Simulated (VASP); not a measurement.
Here is a VASP 6.6.1 calculation.

The input INCAR:

```
SYSTEM = ZnS
ALGO = Normal
EDIFF = 1E-6
ENCUT = 520
GGA = CA
ISIF = 2
ISMEAR = -1
LASPH = .True.
LCHARG = .False.
LREAL = .False.
LWAVE = .False.
NBANDS = 16
NELM = 100
PREC = Accurate
SIGMA = 0.02
```

Contents of KPOINTS:

```
k-points
0
Gamma
  8 8 8
  0 0 0
```

The input POSCAR:

```
ZnS
1.0
    0.0000000000      2.4835491433      2.4835491433
    2.4835491433      0.0000000000      2.4835491433
    2.4835491433      2.4835491433      0.0000000000
Zn S
1 1
Direct
    0.0000000000      0.0000000000      0.0000000000
    0.5000000000      0.5000000000      0.5000000000
```

Potentials or basis: VASP PAW LDA potentials, release 64 (Zn, S).

Command:

```sh
$ cat potpaw_LDA.64/Zn/POTCAR potpaw_LDA.64/S/POTCAR > POTCAR
$ mpirun -np 1 vasp_std > vasp.out
```

(1) What does it give for the band gap on the k mesh?

(2) Predict the pressure.

## Answers

(1) zero (bands 9 and 10 overlap by 0.52 eV).

(2) 0.3 GPa.

Caveat: semilocal functionals underestimate gaps, so a narrow gap can read as zero.
